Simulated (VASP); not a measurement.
Write the native input for VASP 6.6.1 that does the following.

* Task: single point
* Functional: PBEsol
* Potentials or basis: VASP PAW PBE potentials, release 64 (Sb)
* Cutoff: 520 eV
* k mesh: 14 × 14 × 14
* Occupations: gaussian, width 0.1 eV
* Spin: no spin polarisation
* Dipole correction: no
* Further INCAR settings: ALGO = Normal; EDIFF = 1e-07; NBANDS = 8

The structure of Sb lies in POSCAR:

```
Sb
1.0
    3.1605772221      0.0000000000      0.0000000000
    0.0000000000      3.1605772221      0.0000000000
    0.0000000000      0.0000000000      3.1605772221
Sb
1
Direct
    0.0000000000      0.0000000000      0.0000000000
```

This cell differs from its parent crystal: volume scaled by 1.10.

These files were run (other wordings do the same):

INCAR

```
SYSTEM = Sb
PREC = Accurate
ENCUT = 520
EDIFF = 1E-7
ISMEAR = 0
SIGMA = 0.1
LREAL = .False.
LASPH = .True.
NELM = 60
ALGO = Normal
ISIF = 2
LWAVE = .False.
LCHARG = .False.
GGA = PS
NBANDS = 8
```

KPOINTS

```
Automatic mesh
0
Gamma
  14 14 14
  0 0 0
```

Potentials or basis: VASP PAW PBE potentials, release 64 (Sb).

Run with:

```console
$ cat potpaw_PBE.64/Sb/POTCAR > POTCAR
$ mpirun -np 1 vasp_std > vasp.out
```

Results of the run:

```yaml
Pressure: -4.7 GPa
```

Caveat: the PAW data sets were made with another functional, which shifts forces and pressure a little.

Wall time 7.3 s on 1 thread of Intel(R) Xeon(R) Platinum 8559C (Emerald Rapids), on a shared host, peak memory 0.15 GiB.
